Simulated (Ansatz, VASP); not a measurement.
## GaN in VASP and in Ansatz

The input INCAR:

```
SYSTEM = GaN
  PREC = Accurate
  ENCUT = 520
  EDIFF = 1E-6
  ISMEAR = 0
  SIGMA = 0.05
  LREAL = .False.
  LASPH = .True.
  NELM = 100
  ALGO = Normal
  ISIF = 2
  LWAVE = .False.
  LCHARG = .False.
  GGA = PE
  NBANDS = 16
```

Contents of KPOINTS:

```
regular mesh
0
Gamma
  10 10 10
  0 0 0
```

File POSCAR:

```
GaN
1.0
    0.0000000000      2.3098381227      2.3661756379
    2.3098381227      0.0000000000      2.3661756379
    2.3098381227      2.3098381227      0.0000000000
Ga N
1 1
Direct
    0.0000000000      0.0000000000      0.0000000000
    0.7500000000      0.7500000000      0.7500000000
```

Input for Ansatz:

```yaml
crystal:
  lattice:
    - [0.0, 2.3098381227, 2.3661756379]
    - [2.3098381227, 0.0, 2.3661756379]
    - [2.3098381227, 2.3098381227, 0.0]
  atoms:
    - { symbol: Ga, position: [0.0, 0.0, 0.0] }
    - { symbol: "N", position: [0.75, 0.75, 0.75] }
basis:
  ecutwfc: 420
kpoints:
  mp_grid: { grid: [10, 10, 10] }
hamiltonian:
  xc: pbe
scf:
  occupations: { method: gaussian, width: 0.05 }
output:
  forces: true
  stress: true
  eigenvalues: true
```

Change from the starting cell: strain +0.025 along x and y, +0.050 along z, atoms carried along.

Alike in both runs: task single point; functional PBE; k mesh 10 × 10 × 10; occupations gaussian, width 0.05 eV; no spin polarisation.

```csv
,VASP,Ansatz
version,VASP 6.6.1,Ansatz 0.2.0
potentials or method,"VASP PAW PBE potentials, release 64 (Ga_d, N), cutoff 520 eV","scalar-relativistic, plane waves, PAW"
valence electrons in the cell,18,18
```

```csv
,VASP,Ansatz,Ansatz less VASP
gap on the k mesh at the Fermi level (eV),1.05,1.05,-0.001
least direct gap on the mesh (eV),1.05,1.05,-0.001
pressure (GPa),-10.2,-10.4,-0.20
"traceless stress, the component that is largest in VASP (GPa)",-2.10,-2.11,-0.007
```

The functional is the same, so the differences come from potentials, cutoffs and numerics.
